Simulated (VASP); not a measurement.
# CdSiP2 (I-42d) in VASP: notebook, part 2 of 2

VASP 6.6.1. Earlier steps stand in the parts before.

### 3 Single point, r2SCAN (19.97 Å³/atom)

This run uses another cell than the first one, of 19.97 Å³/atom.

The input, POSCAR:

```
CdSiP2
1.0
   -2.7887397776      2.7887397776      5.1350509062
    2.7887397776     -2.7887397776      5.1350509062
    2.7887397776      2.7887397776     -5.1350509062
Cd Si P
2 2 4
Direct
    0.7500000000      0.2500000000      0.5000000000
    0.0000000000      0.0000000000      0.0000000000
    0.5000000000      0.5000000000      0.0000000000
    0.2500000000      0.7500000000      0.5000000000
    0.8750000000      0.8288409876      0.4538409876
    0.1711590124      0.6250000000      0.0461590124
    0.3750000000      0.4211590124      0.5461590124
    0.5788409876      0.1250000000      0.9538409876
```

The input, INCAR.step1:

```
PREC = Accurate
ENCUT = 550
ISMEAR = 0
SIGMA = 0.01
LREAL = F
LASPH = T
NELM = 120
NBANDS = 36
GGA = PE
ALGO = Normal
EDIFF = 1E-5
LWAVE = T
LCHARG = F
GGA_COMPAT = F
```

The input, INCAR.step2:

```
PREC = Accurate
ENCUT = 550
EDIFF = 1E-6
ISMEAR = 0
SIGMA = 0.01
LREAL = F
LASPH = T
NELM = 120
ALGO = Normal
ISIF = 2
LWAVE = F
LCHARG = T
METAGGA = R2SCAN
LMIXTAU = T
LELF = T
LVHAR = T
NBANDS = 36
ISTART = 1
GGA_COMPAT = F
```

The input, KPOINTS:

```
regular mesh
0
Gamma
  6 6 6
```

Potentials or basis: VASP PAW PBE potentials, release 64 (Cd, Si, P).

On the command line:

```console
> cat potpaw_PBE.64/Cd/POTCAR potpaw_PBE.64/Si/POTCAR potpaw_PBE.64/P/POTCAR > POTCAR
> cp INCAR.step1 INCAR
> mpirun -np 1 vasp_std > vasp.out
> cp INCAR.step2 INCAR
> mpirun -np 1 vasp_std > vasp.out
```

OUTCAR:

```text
PREC = Accurate
   ENCUT = 550
   EDIFF = 1E-6
   ISMEAR = 0
   LREAL = F
   LASPH = T
   NELM = 120
   ISIF = 2
   METAGGA = R2SCAN
   ISTART = 1

 ion  position               nearest neighbor table
   1  0.750  0.250  0.500-   6 2.51   5 2.51   8 2.51   7 2.51
   2  0.000  0.000  0.000-   7 2.51   8 2.51   5 2.51   6 2.51
   3  0.500  0.500  0.000-   5 2.21   6 2.21   7 2.21   8 2.21
   4  0.250  0.750  0.500-   8 2.21   6 2.21   7 2.21   5 2.21
   5  0.875  0.829  0.454-   3 2.21   4 2.21   2 2.51   1 2.51
   6  0.171  0.625  0.046-   3 2.21   4 2.21   1 2.51   2 2.51
   7  0.375  0.421  0.546-   3 2.21   4 2.21   2 2.51   1 2.51
[... 1152 lines left out ...]
  Total        5.9819013      5.9819013      5.6792692      0.0000000      0.0000000      0.0000000
  in kB       59.9969401     59.9969401     56.9616175      0.0000000      0.0000000      0.0000000
  external PRESSURE =      58.9851659 kB  Pullay stress =       0.0000000 kB

 VOLUME and BASIS-vectors are now :
 -----------------------------------------------------------------------------
  energy-cutoff  :      550.00
  volume of cell :      159.74
      direct lattice vectors                 reciprocal lattice vectors
    -2.788739778  2.788739778  5.135050906     0.000000000  0.179292455  0.097370018
     2.788739778 -2.788739778  5.135050906     0.179292455  0.000000000  0.097370018
     2.788739778  2.788739778 -5.135050906     0.179292455  0.179292455  0.000000000

 POSITION                                       TOTAL-FORCE (eV/Angst)
 -----------------------------------------------------------------------------------
      0.00000      2.78874      2.56753        -0.000000      0.000000     -0.000000
      0.00000      0.00000      0.00000        -0.000000      0.000000      0.000000
      0.00000      0.00000      5.13505         0.000000      0.000000      0.000000
      2.78874      0.00000      2.56753         0.000000      0.000000      0.000000
      1.13692      1.39437      6.41881         0.055014      0.000000      0.000000
      1.39437     -1.13692      3.85129        -0.000000     -0.055014     -0.000000
      1.65182      1.39437      1.28376        -0.055014      0.000000     -0.000000
      1.39437      3.92566     -1.28376        -0.000000      0.055014      0.000000
 -----------------------------------------------------------------------------------
    total drift:                               -0.000001     -0.000001     -0.000001

  FREE ENERGIE OF THE ION-ELECTRON SYSTEM (eV)
  ---------------------------------------------------
  free  energy   TOTEN  =       -95.7598645358 eV

  energy  without entropy=      -95.7598645358  energy(sigma->0) =      -95.75986454
```

OUTCAR.step1:

```text
PREC = Accurate
   ENCUT = 550
   ISMEAR = 0
   LREAL = F
[... 1184 lines left out ...]
      1.13692      1.39437      6.41881         0.128780     -0.000000      0.000000
      1.39437     -1.13692      3.85129        -0.000000     -0.128780      0.000000
      1.65182      1.39437      1.28376        -0.128780      0.000000      0.000000
      1.39437      3.92566     -1.28376        -0.000000      0.128780      0.000000
 -----------------------------------------------------------------------------------
    total drift:                               -0.000001     -0.000001     -0.000000

  FREE ENERGIE OF THE ION-ELECTRON SYSTEM (eV)
  ---------------------------------------------------
  free  energy   TOTEN  =       -35.2854139587 eV

  energy  without entropy=      -35.2854139587  energy(sigma->0) =      -35.28541396
```

Wall time 34 min (1 thread of Oxide Virtual Turin-like, shared host); peak memory 0.44 GiB.

Results:

- Free energy: -95.7599 eV
- Pressure: 5.9 GPa
- Largest force: 0.055 eV/Å
- Band gap on the k mesh: 1.49 eV

Forces in eV/Å, atoms in the order of the input:
```
Cd   0.000  0.000  0.000
Cd   0.000  0.000  0.000
Si   0.000  0.000  0.000
Si   0.000  0.000  0.000
P    0.055  0.000  0.000
P    0.000 -0.055  0.000
P   -0.055  0.000  0.000
P    0.000  0.055  0.000
```

Levels at points of the mesh, in eV from the valence-band top:
```tsv
k point	band 22	band 23	band 24	band 25	band 26	band 27	band 28	band 29	band 30	band 31
(0.00, 0.00, 0.00)	-2.17	-2.17	-0.28	-0.28	0.00	1.49	2.25	3.00	3.74	3.74
(0.50, 0.00, 0.00)	-2.86	-1.88	-1.75	-0.95	-0.58	2.83	3.28	3.33	4.58	4.70
(0.50, 0.50, 0.00)	-1.97	-0.97	-0.97	-0.49	-0.49	2.46	2.46	3.43	3.43	4.09
(0.50, 0.50, 0.50)	-2.07	-1.89	-1.89	-0.85	-0.85	2.21	2.21	2.27	2.27	3.44
```

Caveat: the cell stands under pressure; the PAW data sets were made with another functional, which shifts forces and pressure a little. A k mesh can miss the band edges.

### 4 Single point, r2SCAN (20.61 Å³/atom)

This run uses another cell than the first one, of 20.61 Å³/atom.

Edit POSCAR of step 3 so:

```diff
@@ -2,5 +2,5 @@
 1.0
-   -2.7887397776      2.7887397776      5.1350509062
-    2.7887397776     -2.7887397776      5.1350509062
-    2.7887397776      2.7887397776     -5.1350509062
+   -2.8180970905      2.8180970905      5.1891080461
+    2.8180970905     -2.8180970905      5.1891080461
+    2.8180970905      2.8180970905     -5.1891080461
 Cd Si P
```

The input, INCAR.step1:

```
ALGO     = Normal         # electronic algorithm
EDIFF    = 1E-5           # SCF threshold, eV
ENCUT    = 550            # plane-wave cutoff, eV
GGA      = PE             # functional
GGA_COMPAT= False        
ISMEAR   = 0              # smearing method
LASPH    = True           # aspherical terms in the spheres
LCHARG   = False          # write CHGCAR
LREAL    = False          # projectors in reciprocal space
LWAVE    = True           # write WAVECAR
NBANDS   = 36             # bands
NELM     = 120            # most SCF steps
PREC     = Accurate       # precision mode
SIGMA    = 0.01           # smearing width, eV
```

The input, INCAR.step2:

```
ALGO     = Normal         # electronic algorithm
EDIFF    = 1E-6           # SCF threshold, eV
ENCUT    = 550            # plane-wave cutoff, eV
GGA_COMPAT= False        
ISIF     = 2              # what is computed and relaxed
ISMEAR   = 0              # smearing method
ISTART   = 1            
LASPH    = True           # aspherical terms in the spheres
LCHARG   = True           # write CHGCAR
LELF     = True           # ELF
LMIXTAU  = True         
LREAL    = False          # projectors in reciprocal space
LVHAR    = True         
LWAVE    = False          # write WAVECAR
METAGGA  = R2SCAN         # meta-GGA
NBANDS   = 36             # bands
NELM     = 120            # most SCF steps
PREC     = Accurate       # precision mode
SIGMA    = 0.01           # smearing width, eV
```

The input, KPOINTS:

```
k-points
0
Gamma
  6 6 6
```

On the command line:

```console
> cat potpaw_PBE.64/Cd/POTCAR potpaw_PBE.64/Si/POTCAR potpaw_PBE.64/P/POTCAR > POTCAR
> cp INCAR.step1 INCAR
> mpirun -np 1 vasp_std > vasp.out
> cp INCAR.step2 INCAR
> mpirun -np 1 vasp_std > vasp.out
```

Wall time 30 min (1 thread of Oxide Virtual Turin-like, shared host); peak memory 0.45 GiB.

It converged, with:

| Quantity | Value |
| --- | --- |
| Free energy | -95.8956 eV |
| Pressure | 2.7 GPa |
| Largest force | 0.005 eV/Å |
| Band gap on the k mesh | 1.56 eV |

Forces on the atoms (eV/Å):
```
Cd   0.000  0.000  0.000
Cd   0.000  0.000  0.000
Si   0.000  0.000  0.000
Si   0.000  0.000  0.000
P   -0.005  0.000  0.000
P    0.000  0.005  0.000
P    0.005  0.000  0.000
P    0.000 -0.005  0.000
```

Stress tensor (GPa, compression positive):
```
2.71 0.00 0.00
0.00 2.71 0.00
0.00 0.00 2.56
```

Levels at points of the mesh, in eV from the valence-band top:
| k point | band 24 | band 25 | band 26 | band 27 | band 28 | band 29 |
| --- | --- | --- | --- | --- | --- | --- |
| (0.00, 0.00, 0.00) | -0.28 | -0.28 | 0.00 | 1.56 | 2.26 | 2.73 |
| (0.50, 0.00, 0.00) | -1.68 | -0.92 | -0.55 | 2.81 | 3.24 | 3.27 |
| (0.50, 0.50, 0.00) | -0.94 | -0.47 | -0.47 | 2.35 | 2.35 | 3.38 |
| (0.50, 0.50, 0.50) | -1.88 | -0.81 | -0.81 | 2.23 | 2.23 | 2.29 |

Caveat: the PAW data sets were made with another functional, which shifts forces and pressure a little. A k mesh can miss the band edges.

### 5 The runs side by side

```csv
level,cell,cutoff (eV),gap on the mesh (eV),pressure (GPa),largest force (eV/Å)
PBE,"a = 6.791 Å, angles 129.1, 129.1, 74.8°, 8 atoms, atomic positions A",500,1.34,-3.8,0.12
r2SCAN,"a = 6.475 Å, angles 129.0, 129.0, 75.1°, 8 atoms, atomic positions B",550,1.49,5.9,0.06
r2SCAN,"a = 6.543 Å, angles 129.0, 129.0, 75.1°, 8 atoms, atomic positions B",550,1.56,2.7,0.01
```

Alike in all rows: task single point; potentials or basis VASP PAW PBE potentials, release 64 (Cd, Si, P); no spin polarisation; k mesh 6 × 6 × 6; smearing gaussian 0.01 eV.

Caveats: the PAW data sets were made with another functional, which shifts forces and pressure a little (at least some runs); the cell stands under tension (at least some runs); the cell stands under pressure (at least some runs).

Absolute energies hang on the potentials; compare differences alone.
